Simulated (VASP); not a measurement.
Here is a VASP 6.6.1 calculation.

Contents of INCAR:

```
SYSTEM = ZrC
PREC = Accurate ; ENCUT = 520
EDIFF = 1E-6 ; ISMEAR = 0
SIGMA = 0.15 ; LREAL = .False.
LASPH = .True. ; NELM = 80
ALGO = Normal ; ISIF = 2
LWAVE = .False. ; LCHARG = .False.
GGA = PE ; NBANDS = 15
```

The input KPOINTS:

```
regular mesh
0
Gamma
  18 18 18
  0 0 0
```

Contents of POSCAR:

```
ZrC
1.0
    0.0000000000      2.3502100000      2.3502100000
    2.3502100000      0.0000000000      2.3502100000
    2.3502100000      2.3502100000      0.0000000000
Zr C
1 1
Direct
    0.5000000000      0.5000000000      0.5000000000
    0.0132966841      0.0132966841     -0.0132966841
```

Potentials or basis: VASP PAW PBE potentials, release 64 (Zr_sv, C).

Run with:

```sh
$ cat potpaw_PBE.64/Zr_sv/POTCAR potpaw_PBE.64/C/POTCAR > POTCAR
$ mpirun -np 1 vasp_std > vasp.out
```

**Question.** Estimate the pressure.

**Answer.** 1.7 GPa.

**Question.** What does it give for the band gap on the k mesh?

**Answer.** Zero (bands 8 and 9 overlap by 1.19 eV).

Stress tensor (GPa, compression positive):
```
1.41 0.00 0.00
0.00 1.41 0.00
0.00 0.00 2.42
```

Caveat: the cell differs from its parent crystal (all C atoms moved +0.062 Å, as atom 2 along Cartesian [0 0 1]).
